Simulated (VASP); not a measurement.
# TaN (I4/mmm) in VASP: further runs

Runs on TaN. Level: PBE. Tasks: single point.

Program: VASP 6.6.1. These are calculated values, not measurements. Logs are shortened: lines on timing, memory, paths and dates and some standing lists are left out, and cuts for length are marked.

## (1) The cell of the first run

The structure is tetragonal, space group I4/mmm (No. 139). Conventional cell: a = 3.005 Å, b = 3.005 Å, c = 4.140 Å, α = 90.00°, β = 90.00°, γ = 90.00°. Ta (site symmetry 4/mmm) has 6 N at 2.07 to 2.12 Å within 2.7 Å. Within 2.7 Å of N (site symmetry 4/mmm) lie 6 Ta at 2.07 to 2.12 Å.

## (2) Single point, PBE (strain -0.025 along x and y, -0.050 along z)

The input, INCAR:

```
PREC = Accurate
ENCUT = 520
EDIFF = 1E-6
ISMEAR = 0
SIGMA = 0.15
LREAL = False
LASPH = True
NELM = 60
ALGO = Normal
ISIF = 2
LWAVE = False
LCHARG = False
GGA = PE
NBANDS = 15
```

The input, KPOINTS:

```
Automatic mesh
0
Gamma
  18 18 18
```

The input, POSCAR:

```
TaN
1.0
    0.0000000000      2.1245250000      2.0700500000
    2.1245250000      0.0000000000      2.0700500000
    2.1245250000      2.1245250000      0.0000000000
Ta N
1 1
Direct
    0.5000000000      0.5000000000      0.5000000000
    0.0000000000      0.0000000000      0.0000000000
```

Potentials or basis: VASP PAW PBE potentials, release 64 (Ta_pv, N).

Started as:

```bash
> cat potpaw_PBE.64/Ta_pv/POTCAR potpaw_PBE.64/N/POTCAR > POTCAR
> mpirun -np 1 vasp_std > vasp.out
```

OUTCAR:

```text
PREC = Accurate
   ENCUT = 520
   EDIFF = 1E-6
   ISMEAR = 0
   LREAL = False
   LASPH = True
   NELM = 60
   ISIF = 2
   GGA = PE

 ion  position               nearest neighbor table
   1  0.500  0.500  0.500-   2 2.07   2 2.07   2 2.12   2 2.12   2 2.12   2 2.12
   2  0.000  0.000  0.000-   1 2.07   1 2.07   1 2.12   1 2.12   1 2.12   1 2.12

  LATTYP: Found a body centered tetragonal cell.
 ALAT       =     3.0045320686
 C/A-ratio  =     1.3779516762

  Lattice vectors:

 A1 = (   0.0000000000,  -2.1245250000,  -2.0700500000)
 A2 = (   0.0000000000,   2.1245250000,  -2.0700500000)
 A3 = (   2.1245250000,   0.0000000000,   2.0700500000)

Analysis of symmetry for initial positions (statically):
=====================================================================
 Subroutine PRICEL returns:
 Original cell was already a primitive cell.

 Routine SETGRP: Setting up the symmetry group for a
 body centered tetragonal supercell.

 Subroutine GETGRP returns: Found 16 space group operations
 (whereof 16 operations were pure point group operations)
 out of a pool of 16 trial point group operations.

The static configuration has the point symmetry D_4h.

Analysis of symmetry for dynamics (positions and initial velocities):
=====================================================================
 Subroutine PRICEL returns:
 Original cell was already a primitive cell.

 Routine SETGRP: Setting up the symmetry group for a
 body centered tetragonal supercell.

 Subroutine GETGRP returns: Found 16 space group operations
 (whereof 16 operations were pure point group operations)
 out of a pool of 16 trial point group operations.

The dynamic configuration has the point symmetry D_4h.

 Subroutine INISYM returns: Found 16 space group operations
 (whereof 16 operations are pure point group operations),
 and found     1 'primitive' translations

----------------------------------------------------------------------------------------

                                     Primitive cell

  volume of cell :      18.6868

  direct lattice vectors                    reciprocal lattice vectors
     0.000000000  2.124525000  2.070050000    -0.235346725  0.235346725  0.241540059
     2.124525000  0.000000000  2.070050000     0.235346725 -0.235346725  0.241540059
     2.124525000  2.124525000  0.000000000     0.235346725  0.235346725 -0.241540059

  length of vectors
     2.966262544  2.966262544  3.004532069     0.411239300  0.411239300  0.411239300

  position of ions in fractional coordinates (direct lattice)
[... 91 lines left out ...]
   NUPDOWN=      -1.0000    fix difference up-down
   EMIN   =  10.00;   EMAX   =-10.00  energy-range for DOS
   EFERMI =   0.00;   METHOD = LEGACY
   ISMEAR =     0;   SIGMA  =   0.15  broadening in eV -4-tet -1-fermi 0-gaus
   EFERMI_NEDOS =   21; number of points for ismear=-14 and -15
   IALGO  =     38    algorithm
   IMIX   =      4    mixing-type and parameters
     AMIX     =   0.40;   BMIX     =  1.00
     AMIX_MAG =   1.60;   BMIX_MAG =  1.00
  volume/ion in A,a.u.               =       9.34        63.05
  Fermi-wavevector in a.u.,A,eV,Ry     =   1.554545  2.937664 32.879980  2.416610
  Thomas-Fermi vector in A             =   2.658616
   LORBIT       =      0    0 simple, 1 ext, 2 COOP (PROOUT), +10 PAW based schemes
   GGA     = PE    functional components
   LHFCALC =     F    Hartree Fock is set to
   AEXX    =    0.0000 exact exchange contribution
   IVDW    =     0    specifies the selected vdW correction
   LEPSILON=     F    determine dielectric tensor
   LRPA    =     F    only Hartree local field effects (RPA)
 non-spin polarized calculation
 Gauss-broadening in eV      SIGMA  =   0.15
  energy-cutoff  :      520.00
  volume of cell :       18.69
 maximum number of plane-waves:       532
 NGX is ok and might be reduce to    24
   NGX = 11   NGY = 11   NGZ = 11

 number of electron      16.0000002 magnetization

 Free energy of the ion-electron system (eV)
  ---------------------------------------------------
  ext. energy  EPLUGINS =         0.00000000
  ---------------------------------------------------
  free energy    TOTEN  =       -21.27582322 eV

  energy without entropy =      -21.26803243  energy(sigma->0) =      -21.27192783

 E-fermi :  11.0835     XC(G=0): -14.1669

 val. band max:       11.0607386765   @ k =   0.2778  -0.0000   0.0556
 cond. band min:      11.0867440979   @ k =  -0.2778   0.0000   0.1667
 fundamental gap:      0.0260054214
 Fermi energy:        11.0834780806

 k-point     1 :       0.0000    0.0000    0.0000
  band No.  band energies     occupation
      1     -24.4456      2.00000
      2     -24.4456      2.00000
      3     -24.4450      2.00000
      4      -8.8766      2.00000
      5       6.8063      2.00000
      6       6.8063      2.00000
      7       7.0017      2.00000
      8       8.4599      2.00000
      9       8.4599      2.00000
     10       8.8175      2.00000
     11      10.9482      1.79783
     12      11.2454      0.12689
     13      13.9454      0.00000
     14      20.5278      0.00000
[... 401 lines left out ...]
      2     -24.5429      2.00000
      3     -24.4990      2.00000
      4      -7.2779      2.00000
      5       2.7265      2.00000
      6       3.8437      2.00000
      7       4.4944      2.00000
      8       9.9269      2.00000
      9      10.0591      2.00000
     10      11.2987      0.04241
     11      15.0560      0.00000
     12      15.9294      0.00000
     13      16.5502      0.00000
     14      23.7403      0.00000
     15      24.4542      0.00000

 [... further k-points ...]

------------------------ aborting loop because EDIFF is reached ----------------------------------------

  FORCE on cell =-STRESS in cart. coord.  units (eV):
  Direction    XX          YY          ZZ          XY          YZ          ZX
  --------------------------------------------------------------------------------------
  -------------------------------------------------------------------------------------
  Total        6.6271371      6.6271371     10.0722463      0.0000000     -0.0000000     -0.0000000
  in kB      568.2010267    568.2010267    863.5796459      0.0000000     -0.0000000     -0.0000000
  external PRESSURE =     666.6605664 kB  Pullay stress =       0.0000000 kB

 VOLUME and BASIS-vectors are now :
 -----------------------------------------------------------------------------
  energy-cutoff  :      520.00
  volume of cell :       18.69
      direct lattice vectors                 reciprocal lattice vectors
     0.000000000  2.124525000  2.070050000    -0.235346725  0.235346725  0.241540059
     2.124525000  0.000000000  2.070050000     0.235346725 -0.235346725  0.241540059
     2.124525000  2.124525000  0.000000000     0.235346725  0.235346725 -0.241540059

 POSITION                                       TOTAL-FORCE (eV/Angst)
 -----------------------------------------------------------------------------------
      2.12453      2.12453      2.07005         0.000000     -0.000000      0.000000
      0.00000      0.00000      0.00000        -0.000000      0.000000      0.000000
 -----------------------------------------------------------------------------------
    total drift:                                0.000000     -0.000000     -0.000000

  FREE ENERGIE OF THE ION-ELECTRON SYSTEM (eV)
  ---------------------------------------------------
  free  energy   TOTEN  =       -21.2758232237 eV

  energy  without entropy=      -21.2680324267  energy(sigma->0) =      -21.27192783
```

OSZICAR:

```text
N       E                     dE             d eps       ncg     rms          rms(c)
DAV:   1     0.904649020297E+02    0.90465E+02   -0.88424E+03 14448   0.115E+03
DAV:   2    -0.217532952505E+02   -0.11222E+03   -0.10584E+03 17543   0.311E+02
DAV:   3    -0.243371320332E+02   -0.25838E+01   -0.25710E+01 16269   0.443E+01
DAV:   4    -0.243456362968E+02   -0.85043E-02   -0.85014E-02 18742   0.273E+00
DAV:   5    -0.243456821514E+02   -0.45855E-04   -0.45853E-04 16304   0.176E-01    0.318E+01
DAV:   6    -0.213317354373E+02    0.30139E+01   -0.53744E+00 17752   0.273E+01    0.137E+01
DAV:   7    -0.213054381316E+02    0.26297E-01   -0.50043E-01 16857   0.580E+00    0.893E+00
DAV:   8    -0.212819056170E+02    0.23533E-01   -0.90256E-02 16199   0.248E+00    0.207E+00
DAV:   9    -0.212759339385E+02    0.59717E-02   -0.14821E-02 15779   0.101E+00    0.341E-01
DAV:  10    -0.212758786589E+02    0.55280E-04   -0.99120E-04 16620   0.375E-01    0.853E-02
DAV:  11    -0.212758251229E+02    0.53536E-04   -0.11376E-04 16150   0.121E-01    0.399E-02
DAV:  12    -0.212758237741E+02    0.13488E-05   -0.94183E-06 15933   0.298E-02    0.622E-03
DAV:  13    -0.212758232237E+02    0.55045E-06   -0.66780E-07  7977   0.655E-03
   1 F= -.21275823E+02 E0= -.21271928E+02  d E =-.779080E-02
```

It took 99 s on 1 thread of AMD EPYC 7R13 (Zen 3), shared host; peak memory 0.23 GiB.

What came out:

```
Free energy            : -21.2758 eV
Pressure               : 66.7 GPa
Band gap on the k mesh : zero (band 8 reaches 13.26 eV, above the bottom of band 9 at 8.46 eV)
```

Caveat: the cell differs from its parent crystal (strain -0.025 along x and y, -0.050 along z); spin-orbit coupling is left out, which moves the levels of the heavy elements.

## (3) Single point, PBE (strain -0.050 along x and y, +0.025 along z)

The input, INCAR:

```
PREC = Accurate
ENCUT = 520
EDIFF = 1E-6
ISMEAR = 0
SIGMA = 0.15
LREAL = False
LASPH = True
NELM = 100
ALGO = Normal
ISIF = 2
LWAVE = False
LCHARG = True
GGA = PE
LELF = True
LVHAR = True
NBANDS = 15
```

KPOINTS is that of step 2.

The input, POSCAR:

```
TaN
1.0
    0.0000000000      2.0700500000      2.2334750000
    2.0700500000      0.0000000000      2.2334750000
    2.0700500000      2.0700500000      0.0000000000
Ta N
1 1
Direct
    0.5000000000      0.5000000000      0.5000000000
    0.0000000000      0.0000000000      0.0000000000
```

Potentials or basis: VASP PAW PBE potentials, release 64 (Ta_pv, N).

Started as:

```bash
> cat potpaw_PBE.64/Ta_pv/POTCAR potpaw_PBE.64/N/POTCAR > POTCAR
> mpirun -np 1 vasp_std > vasp.out
```

Run time: 1.7 min. Hardware: 1 thread of AMD EPYC 7R13 (Zen 3), shared host; peak memory 0.23 GiB.

It converged, with:

* Free energy: -21.2697 eV
* Pressure: 58.5 GPa
* Band gap on the k mesh: zero (band 8 reaches 12.87 eV, above the bottom of band 9 at 8.55 eV)

Stress tensor (GPa, compression positive):
```
78.86  0.00  0.00
 0.00 78.86  0.00
 0.00  0.00 17.69
```

Levels at points of the mesh, in eV from the Fermi level:
```tsv
k point	band 5	band 6	band 7	band 8	band 9	band 10	band 11	band 12
(0.00, 0.00, 0.00)	-4.39	-3.95	-3.95	-3.06	-1.99	-1.99	-1.12	0.72
(0.50, 0.00, 0.00)	-11.25	-8.46	-8.38	2.07	2.36	2.78	4.14	7.39
(0.50, 0.50, 0.00)	-7.36	-6.11	-4.57	-4.57	2.51	4.17	4.17	5.50
(0.50, 0.00, 0.50)	-6.44	-6.21	-5.17	-4.73	2.21	3.52	4.84	6.27
```

Caveat: the cell differs from its parent crystal (strain -0.050 along x and y, +0.025 along z); spin-orbit coupling is left out, which moves the levels of the heavy elements.
